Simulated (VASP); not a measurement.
Sb:

```
Sb
1.0
     3.08334    0.00000    0.00000
     0.00000    3.08334    0.00000
     0.00000    0.00000    3.08334
Sb
1
Direct
  0.00000 0.00000 0.00000
```

```yaml
Program: VASP 6.6.1
Task: relaxation of cell and atoms
Functional: LDA
Potentials_or_basis: VASP PAW LDA potentials, release 64 (Sb)
Cutoff: 600 eV
k_mesh: 20 × 20 × 20
Occupations: gaussian, width 0.1 eV
Spin: no spin polarisation
```

At the start: pressure -2.3 GPa; volume 29.31 Å³/atom.

**Question.** Where does the relaxation end?

**Answer.** Over 3 steps the energy falls by 8.4 meV/atom and the volume is 28.20 Å³/atom (-3.8 %); space group Pm-3m (No. 221, to 0.05 Å).

The path:
```tsv
step	energy change (eV)	largest force (eV/Å)	pressure (GPa)	volume (Å³)
1	0.0000	0.0000	-2.34	29.31
2	-0.0051	0.0000	1.64	27.53
3	-0.0084	0.0000	0.00	28.20
```

Final structure:
```yaml
crystal:
  lattice:
    - [3.04370, 0.00000, 0.00000]
    - [0.00000, 3.04370, 0.00000]
    - [0.00000, 0.00000, 3.04370]
  atoms:
    - { symbol: Sb, position: [0.00000, 0.00000, 0.00000] }
```
